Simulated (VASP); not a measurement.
Input of a VASP 6.6.1 run:

The input INCAR:

```
ALGO = Normal
EDIFF = 1E-6
ENCUT = 520
ISIF = 2
ISMEAR = -1
LASPH = True
LCHARG = False
LREAL = False
LWAVE = False
NBANDS = 16
NELM = 60
PREC = Accurate
SIGMA = 0.05
```

Contents of KPOINTS:

```
k-points
0
Gamma
  7 7 5
```

POSCAR

```
Te
1.0
    3.8202894285     -2.1482026000      0.0000000000
    3.8202894285      2.1482026000      0.0000000000
   -0.0942908673      0.0000000000      5.9760906531
Te
3
Direct
    0.0000000000      0.0000000000      0.0000000000
    0.3094466100      0.3094466100      0.3388094900
    0.6905533900      0.6905533900      0.6611905100
```

Potentials or basis: VASP PAW LDA potentials, release 64 (Te).

Command:

```console
$ cat potpaw_LDA.64/Te/POTCAR > POTCAR
$ mpirun -np 1 vasp_std > vasp.out
```

What does it give for the largest force?

0.081 eV/Å.

What does it give for the band gap on the k mesh?

0.03 eV, indirect (least direct gap 0.18 eV).

What does it give for the pressure?

-2.8 GPa.

Forces on the atoms (eV/Å):
```
Te   0.000  0.000  0.000
Te   0.074  0.000 -0.034
Te  -0.074  0.000  0.034
```

Caveat: spin-orbit coupling is left out, which moves the levels of the heavy elements. A k mesh can miss the band edges.
